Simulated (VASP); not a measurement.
A run of VASP 6.6.1 is set up as follows.

Contents of INCAR:

```
PREC = Accurate
ENCUT = 600
EDIFF = 1E-6
ISMEAR = 0
SIGMA = 0.1
LREAL = F
LASPH = T
NELM = 80
ALGO = Normal
ISIF = 3
LWAVE = F
LCHARG = F
GGA = PE
IBRION = 2
NSW = 100
EDIFFG = -0.01
```

Contents of KPOINTS:

```
regular mesh
0
Gamma
  20 20 20
```

POSCAR

```
IrC
1.0
    2.7183503169      0.0000000000      0.0000000000
    0.0000000000      2.7183503169      0.0000000000
    0.0000000000      0.0000000000      2.7183503169
Ir C
1 1
Direct
    0.5000000000      0.5000000000      0.5000000000
    0.0000000000      0.0000000000      0.0000000000
```

Potentials or basis: VASP PAW PBE potentials, release 64 (Ir, C).

The run is started by

```console
$ cat potpaw_PBE.64/Ir/POTCAR potpaw_PBE.64/C/POTCAR > POTCAR
$ mpirun -np 1 vasp_std > vasp.out
```

Question: Predict the space group after relaxing (to 0.05 Å).

Answer: Pm-3m (No. 221).

Question: Predict the relaxed volume.

Answer: 10.13 Å³/atom.

Question: Estimate the relaxed cell.

Answer: a = 2.726 Å, b = 2.726 Å, c = 2.726 Å, α = 90.00°, β = 90.00°, γ = 90.00°.

Final structure:
```
Ir C
1.0
     2.72580    0.00000    0.00000
     0.00000    2.72580    0.00000
     0.00000    0.00000    2.72580
Ir C
1 1
Direct
  0.50000 0.50000 0.50000
  0.00000 0.00000 0.00000
```
